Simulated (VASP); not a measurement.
# SbP (F-43m) in VASP: notebook

Runs on SbP. Level: PBE. Tasks: single point.

All numbers are computed with VASP 6.6.1; they aren't measurements. Logs are shortened: lines on timing, memory, paths and dates and some standing lists are left out, and cuts for length are marked.

## Step 1: The cell of the first run

Symmetry: F-43m, No. 216, cubic system. The conventional cell has a = 6.440 Å, b = 6.440 Å, c = 6.440 Å, α = 90.00°, β = 90.00°, γ = 90.00°. Sb (site symmetry -43m) has 4 P at 2.79 Å within 3.7 Å. P (site symmetry -43m) has 4 Sb at 2.79 Å within 3.7 Å.

## Step 2: Single point, PBE

INCAR

```
ALGO = Normal
EDIFF = 1E-6
ENCUT = 500
GGA = PE
GGA_COMPAT = False
ISIF = 2
ISMEAR = 0
LASPH = True
LCHARG = True
LELF = True
LREAL = False
LVHAR = True
LWAVE = False
NBANDS = 12
NELM = 120
PREC = Accurate
SIGMA = 0.05
```

KPOINTS

```
k-points
0
Gamma
  6 6 6
```

POSCAR

```
SbP
1.0
    0.0000000000      3.2201197107      3.2201197107
    3.2201197107      0.0000000000      3.2201197107
    3.2201197107      3.2201197107      0.0000000000
Sb P
1 1
Direct
    0.0000000000      0.0000000000      0.0000000000
    0.2500000000      0.2500000000      0.2500000000
```

Potentials or basis: VASP PAW PBE potentials, release 64 (Sb, P).

On the command line:

```bash
$ cat potpaw_PBE.64/Sb/POTCAR potpaw_PBE.64/P/POTCAR > POTCAR
$ mpirun -np 1 vasp_std > vasp.out
```

OUTCAR:

```text
EDIFF = 1E-6
   ENCUT = 500
   GGA = PE
   ISIF = 2
   ISMEAR = 0
   LASPH = True
   LREAL = False
   NELM = 120
   PREC = Accurate

 ion  position               nearest neighbor table
   1  0.000  0.000  0.000-   2 2.79   2 2.79   2 2.79   2 2.79
   2  0.250  0.250  0.250-   1 2.79   1 2.79   1 2.79   1 2.79

  LATTYP: Found a face centered cubic cell.
 ALAT       =     6.4402394214

  Lattice vectors:

 A1 = (   0.0000000000,   3.2201197107,   3.2201197107)
 A2 = (   3.2201197107,   0.0000000000,   3.2201197107)
 A3 = (   3.2201197107,   3.2201197107,   0.0000000000)

Analysis of symmetry for initial positions (statically):
=====================================================================
 Subroutine PRICEL returns:
 Original cell was already a primitive cell.

 Routine SETGRP: Setting up the symmetry group for a
 face centered cubic supercell.

 Subroutine GETGRP returns: Found 24 space group operations
 (whereof 24 operations were pure point group operations)
 out of a pool of 48 trial point group operations.

The static configuration has the point symmetry T_d .

Analysis of symmetry for dynamics (positions and initial velocities):
=====================================================================
 Subroutine PRICEL returns:
 Original cell was already a primitive cell.

 Routine SETGRP: Setting up the symmetry group for a
 face centered cubic supercell.

 Subroutine GETGRP returns: Found 24 space group operations
 (whereof 24 operations were pure point group operations)
 out of a pool of 48 trial point group operations.

The dynamic configuration has the point symmetry T_d .

 Subroutine INISYM returns: Found 24 space group operations
 (whereof 24 operations are pure point group operations),
 and found     1 'primitive' translations

----------------------------------------------------------------------------------------

                                     Primitive cell

  volume of cell :      66.7799

  direct lattice vectors                    reciprocal lattice vectors
     0.000000000  3.220119711  3.220119711    -0.155273730  0.155273730  0.155273730
     3.220119711  0.000000000  3.220119711     0.155273730 -0.155273730  0.155273730
     3.220119711  3.220119711  0.000000000     0.155273730  0.155273730 -0.155273730

  length of vectors
     4.553936967  4.553936967  4.553936967     0.268941990  0.268941990  0.268941990

  position of ions in fractional coordinates (direct lattice)
     0.000000000  0.000000000  0.000000000
     0.250000000  0.250000000  0.250000000

  ion indices of the primitive-cell ions
   primitive index   ion index
                 1           1
                 2           2

----------------------------------------------------------------------------------------

 KPOINTS: k-points

Automatic generation of k-mesh.
 Grid dimensions read from file:
 generate k-points for:    6    6    6

 Generating k-lattice:

  Cartesian coordinates                     Fractional coordinates (reciprocal lattice)
    -0.025878955  0.025878955  0.025878955     0.166666667  0.000000000  0.000000000
     0.025878955 -0.025878955  0.025878955     0.000000000  0.166666667  0.000000000
     0.025878955  0.025878955 -0.025878955     0.000000000  0.000000000  0.166666667

  Length of vectors
     0.044823665  0.044823665  0.044823665

  Shift w.r.t. Gamma in fractional coordinates (k-lattice)
     0.000000000  0.000000000  0.000000000

 Subroutine IBZKPT returns following result:
 ===========================================

 Found     16 irreducible k-points:

 Following reciprocal coordinates:
            Coordinates               Weight
  0.000000  0.000000  0.000000      1.000000
  0.166667  0.000000  0.000000      8.000000
  0.333333  0.000000  0.000000      8.000000
  0.500000  0.000000  0.000000      4.000000
  0.166667  0.166667  0.000000      6.000000
  0.333333  0.166667  0.000000     24.000000
[... 8 lines left out ...]
 -0.333333  0.333333  0.166667     24.000000
 -0.333333  0.500000  0.166667     12.000000
   k-points           NKPTS =     16   k-points in BZ     NKDIM =     16   number of bands    NBANDS=     12
   number of dos      NEDOS =    301   number of ions     NIONS =      2
   total plane-waves  NPLWV =  46656
   dimension x,y,z NGX =    36 NGY =   36 NGZ =   36
   dimension x,y,z NGXF=    72 NGYF=   72 NGZF=   72
   ions per type =               1   1
   NGX,Y,Z   is equivalent  to a cutoff of  13.14, 13.14, 13.14 a.u.
   NGXF,Y,Z  is equivalent  to a cutoff of  26.28, 26.28, 26.28 a.u.
 SYSTEM =  unknown system
   PREC   = accura    normal or accurate (medium, high low for compatibility)
   ISTART =      0    job   : 0-new  1-cont  2-samecut
   ICHARG =      2    charge: 1-file 2-atom 10-const
   ISPIN  =      1    spin polarized calculation?
   LNONCOLLINEAR =      F non collinear calculations
   LSORBIT =      F    spin-orbit coupling
   LASPH  =      T    aspherical Exc in radial PAW
   ENCUT  =  500.0 eV  36.75 Ry    6.06 a.u.   8.30  8.30  8.30*2*pi/ulx,y,z
   NELM   =    120;   NELMIN=  2; NELMDL= -5     # of ELM steps
   EDIFF  = 0.1E-05   stopping-criterion for ELM
   LREAL  =      F    real-space projection
   EDIFFG = 0.1E-04   stopping-criterion for IOM
   NSW    =      0    number of steps for IOM
   IBRION =     -1    ionic relax: 0-MD 1-quasi-New 2-CG
   NFREE  =      0    steps in history (QN), initial steepest desc. (CG)
   ISIF   =      2    stress and relaxation
   ISYM   =      2    0-nonsym 1-usesym 2-fastsym
   POTIM  = 0.5000    time-step for ionic-motion
   TEBEG  =    0.0;   TEEND  =   0.0 temperature during run
   PSTRESS=    0.0 pullay stress
   NELECT =      10.0000    total number of electrons
   NUPDOWN=      -1.0000    fix difference up-down
   EMIN   =  10.00;   EMAX   =-10.00  energy-range for DOS
   EFERMI =   0.00;   METHOD = LEGACY
   ISMEAR =     0;   SIGMA  =   0.05  broadening in eV -4-tet -1-fermi 0-gaus
   EFERMI_NEDOS =   21; number of points for ismear=-14 and -15
   IALGO  =     38    algorithm
   IMIX   =      4    mixing-type and parameters
     AMIX     =   0.40;   BMIX     =  1.00
     AMIX_MAG =   1.60;   BMIX_MAG =  1.00
  volume/ion in A,a.u.               =      33.39       225.33
  Fermi-wavevector in a.u.,A,eV,Ry     =   0.869346  1.642826 10.282780  0.755763
  Thomas-Fermi vector in A             =   1.988155
   LORBIT       =      0    0 simple, 1 ext, 2 COOP (PROOUT), +10 PAW based schemes
   GGA     = PE    functional components
   LHFCALC =     F    Hartree Fock is set to
   AEXX    =    0.0000 exact exchange contribution
   IVDW    =     0    specifies the selected vdW correction
   LEPSILON=     F    determine dielectric tensor
   LRPA    =     F    only Hartree local field effects (RPA)
 non-spin polarized calculation
 Gauss-broadening in eV      SIGMA  =   0.05
  energy-cutoff  :      500.00
  volume of cell :       66.78
 maximum number of plane-waves:      1711
 NGX is ok and might be reduce to    36
   NGX = 17   NGY = 17   NGZ = 17

 number of electron      10.0000000 magnetization

 Free energy of the ion-electron system (eV)
  ---------------------------------------------------
  ext. energy  EPLUGINS =         0.00000000
  ---------------------------------------------------
  free energy    TOTEN  =        -8.59696755 eV

  energy without entropy =       -8.59618362  energy(sigma->0) =       -8.59657558

 E-fermi :   4.0655     XC(G=0):  -8.2226

 val. band max:        4.0655443444   @ k =   0.1667   0.1667   0.0000
 cond. band min:       4.2836221458   @ k =  -0.3333   0.5000   0.1667
 fundamental gap:      0.2180778015
 Fermi energy:         4.0655477363

 k-point     1 :       0.0000    0.0000    0.0000
  band No.  band energies     occupation
      1      -8.2736      2.00000
      2      -1.2115      2.00000
      3       1.9715      2.00000
      4       1.9715      2.00000
      5       1.9715      2.00000
      6       4.6008      0.00000
      7       4.6008      0.00000
      8       4.6008      0.00000
      9       8.7298      0.00000
     10      10.8288      0.00000
     11      10.8288      0.00000
     12      12.5695      0.00000

 k-point     2 :       0.1667    0.0000    0.0000
  band No.  band energies     occupation
      1      -8.0599      2.00000
      2      -2.1030      2.00000
      3       1.7128      2.00000
      4       1.7128      2.00000
      5       2.0612      2.00000
      6       4.9879      0.00000
      7       4.9879      0.00000
      8       5.1154      0.00000
      9       9.6284      0.00000
     10      10.2980      0.00000
     11      10.2980      0.00000
     12      12.0394      0.00000

 k-point     3 :       0.3333    0.0000    0.0000
  band No.  band energies     occupation
      1      -7.4967      2.00000
      2      -3.5939      2.00000
      3       1.3339      2.00000
      4       1.3339      2.00000
      5       1.8124      2.00000
      6       5.5102      0.00000
      7       5.5102      0.00000
      8       6.7250      0.00000
      9      10.1784      0.00000
     10      10.5134      0.00000
     11      10.5134      0.00000
     12      12.4940      0.00000
[... 166 lines left out ...]
 k-point    15 :      -0.3333    0.3333    0.1667
  band No.  band energies     occupation
      1      -6.5034      2.00000
      2      -4.9863      2.00000
      3      -0.2512      2.00000
      4       0.4602      2.00000
      5       3.9144      1.99998
      6       5.4195      0.00000
      7       6.4555      0.00000
      8       7.2738      0.00000
      9       9.2248      0.00000
     10      11.1691      0.00000
     11      11.9205      0.00000
     12      13.3417      0.00000

 k-point    16 :      -0.3333    0.5000    0.1667
  band No.  band energies     occupation
      1      -6.1055      2.00000
      2      -5.4350      2.00000
      3      -0.0169      2.00000
      4       0.0153      2.00000
      5       4.2836      0.00000
      6       4.4866      0.00000
      7       6.9925      0.00000
      8       7.5634      0.00000
      9       9.8012      0.00000
     10      10.9979      0.00000
     11      12.6975      0.00000
     12      12.7511      0.00000

------------------------ aborting loop because EDIFF is reached ----------------------------------------

  FORCE on cell =-STRESS in cart. coord.  units (eV):
  Direction    XX          YY          ZZ          XY          YZ          ZX
  --------------------------------------------------------------------------------------
  -------------------------------------------------------------------------------------
  Total       -0.7987370     -0.7987370     -0.7987370     -0.0000000      0.0000000      0.0000000
  in kB      -19.1632132    -19.1632132    -19.1632132     -0.0000000      0.0000000      0.0000000
  external PRESSURE =     -19.1632132 kB  Pullay stress =       0.0000000 kB

 VOLUME and BASIS-vectors are now :
 -----------------------------------------------------------------------------
  energy-cutoff  :      500.00
  volume of cell :       66.78
      direct lattice vectors                 reciprocal lattice vectors
     0.000000000  3.220119711  3.220119711    -0.155273730  0.155273730  0.155273730
     3.220119711  0.000000000  3.220119711     0.155273730 -0.155273730  0.155273730
     3.220119711  3.220119711  0.000000000     0.155273730  0.155273730 -0.155273730

 POSITION                                       TOTAL-FORCE (eV/Angst)
 -----------------------------------------------------------------------------------
      0.00000      0.00000      0.00000         0.000000      0.000000      0.000000
      1.61006      1.61006      1.61006        -0.000000     -0.000000     -0.000000
 -----------------------------------------------------------------------------------
    total drift:                               -0.000000     -0.000000      0.000000

  FREE ENERGIE OF THE ION-ELECTRON SYSTEM (eV)
  ---------------------------------------------------
  free  energy   TOTEN  =        -8.5969675507 eV

  energy  without entropy=       -8.5961836166  energy(sigma->0) =       -8.59657558
```

Wall time 27 s (1 thread of Intel Xeon 8259CL, shared host); peak memory 0.2 GiB.

Results:

```yaml
Free_energy: -8.5970 eV
Pressure: -1.9 GPa
Band_gap_on_the_k_mesh: zero (bands 5 and 6 overlap by 0.79 eV)
```

Caveat: spin-orbit coupling is left out, which moves the levels of the heavy elements.

## Step 3: Single point, PBE (32.11 Å³/atom)

This run uses another cell than the first one, of 32.11 Å³/atom.

INCAR

```
PREC     = Accurate       # precision mode
ENCUT    = 500            # plane-wave cutoff, eV
EDIFF    = 1E-6           # SCF threshold, eV
ISMEAR   = -1             # smearing method
SIGMA    = 0.15           # smearing width, eV
LREAL    = False          # projectors in reciprocal space
LASPH    = True           # aspherical terms in the spheres
NELM     = 120            # most SCF steps
ALGO     = Normal         # electronic algorithm
ISIF     = 2              # what is computed and relaxed
LWAVE    = False          # write WAVECAR
LCHARG   = True           # write CHGCAR
GGA      = PE             # functional
LELF     = True           # ELF
LVHAR    = True         
NBANDS   = 12             # bands
GGA_COMPAT= False
```

KPOINTS

```
regular mesh
0
Gamma
  12 12 12
```

POSCAR

```
SbP
1.0
    0.0000000000      3.1786000000      3.1786000000
    3.1786000000      0.0000000000      3.1786000000
    3.1786000000      3.1786000000      0.0000000000
Sb P
1 1
Direct
    0.0000000000      0.0000000000      0.0000000000
    0.2500000000      0.2500000000      0.2500000000
```

Potentials or basis: VASP PAW PBE potentials, release 64 (Sb, P).

On the command line:

```bash
$ cat potpaw_PBE.64/Sb/POTCAR potpaw_PBE.64/P/POTCAR > POTCAR
$ mpirun -np 1 vasp_std > vasp.out
```

Wall time 80 s (1 thread of Intel Xeon 8259CL, shared host); peak memory 0.23 GiB.

The run converged. Its results:

```yaml
Free_energy: -8.6686 eV
Pressure: -1.0 GPa
Band_gap_on_the_k_mesh: zero (bands 5 and 6 overlap by 1.22 eV)
```

Levels at points of the mesh, in eV from the Fermi level:
| k point | band 3 | band 4 | band 5 | band 6 | band 7 | band 8 |
| --- | --- | --- | --- | --- | --- | --- |
| (0.00, 0.00, 0.00) | -2.13 | -2.13 | -2.13 | 0.57 | 0.57 | 0.57 |
| (0.50, 0.00, 0.00) | -2.95 | -2.95 | -2.37 | 1.65 | 1.65 | 4.07 |
| (0.50, 0.50, 0.00) | -3.91 | -3.91 | -0.66 | -0.56 | 4.55 | 4.55 |

Caveat: spin-orbit coupling is left out, which moves the levels of the heavy elements.

## Step 4: Single point, PBE

This run uses another cell than the first one, of 32.11 Å³/atom.

INCAR

```
SYSTEM = SbP
ALGO     = Normal         ! electronic algorithm
EDIFF    = 1E-6           ! SCF threshold, eV
ENCUT    = 500            ! plane-wave cutoff, eV
GGA      = PE             ! functional
GGA_COMPAT= .False.      
ISIF     = 2              ! what is computed and relaxed
ISMEAR   = -1             ! smearing method
LASPH    = .True.         ! aspherical terms in the spheres
LCHARG   = .False.        ! write CHGCAR
LREAL    = .False.        ! projectors in reciprocal space
LWAVE    = .False.        ! write WAVECAR
NBANDS   = 12             ! bands
NELM     = 120            ! most SCF steps
PREC     = Accurate       ! precision mode
SIGMA    = 0.15           ! smearing width, eV
```

KPOINTS

```
k-points
0
Gamma
  12 12 12
  0 0 0
```

POSCAR is that of step 3.

On the command line:

```bash
$ cat potpaw_PBE.64/Sb/POTCAR potpaw_PBE.64/P/POTCAR > POTCAR
$ mpirun -np 1 vasp_std > vasp.out
```

Wall time 84 s (1 thread of Intel Xeon 8259CL, shared host); peak memory 0.23 GiB.

It converged, with:

```yaml
Free_energy: -8.6686 eV
Pressure: -1.0 GPa
Band_gap_on_the_k_mesh: zero (bands 5 and 6 overlap by 1.22 eV)
```

Levels at points of the mesh, in eV from the Fermi level:
```csv
k point,band 3,band 4,band 5,band 6,band 7,band 8
"(0.00, 0.00, 0.00)",-2.13,-2.13,-2.13,0.57,0.57,0.57
"(0.50, 0.00, 0.00)",-2.95,-2.95,-2.37,1.65,1.65,4.07
"(0.50, 0.50, 0.00)",-3.91,-3.91,-0.66,-0.56,4.55,4.55
```

Caveat: spin-orbit coupling is left out, which moves the levels of the heavy elements.

The gap in the log of VASP goes by the Fermi energy; the results here count the filled bands.